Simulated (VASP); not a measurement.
A run of VASP 6.6.1:

Contents of INCAR:

```
  PREC = Accurate
  ENCUT = 520
  EDIFF = 1E-7
  ISMEAR = 0
  SIGMA = 0.1
  LREAL = F
  LASPH = T
  NELM = 100
  ALGO = Normal
  ISIF = 2
  LWAVE = F
  LCHARG = F
  GGA = PS
  NBANDS = 26
```

File KPOINTS:

```
Automatic mesh
0
Gamma
  12 12 10
```

POSCAR

```
InAs
1.0
    3.0131402674      3.0131402674      0.0000000000
   -3.0131402674      3.0131402674      0.0000000000
    0.0000000000      0.0000000000      6.1541970043
In As
2 2
Direct
    0.5000000000      0.0000000000      0.2500000000
    0.0000000000      0.5000000000      0.7500000000
    0.0000000000      0.0000000000      0.0000000000
    0.5000000000      0.5000000000      0.5000000000
```

Potentials or basis: VASP PAW PBE potentials, release 64 (In_d, As).

Command:

```sh
$ cat potpaw_PBE.64/In_d/POTCAR potpaw_PBE.64/As/POTCAR > POTCAR
$ mpirun -np 1 vasp_std > vasp.out
```

Hardware: 1 thread of Intel Xeon 8259CL, with other jobs on the host.

Estimate the wall time of this run.

Wall time 7.1 min on 1 thread of Intel Xeon 8259CL, on a shared host, peak memory 0.52 GiB. Counts: scf iterations 15, k points 168.
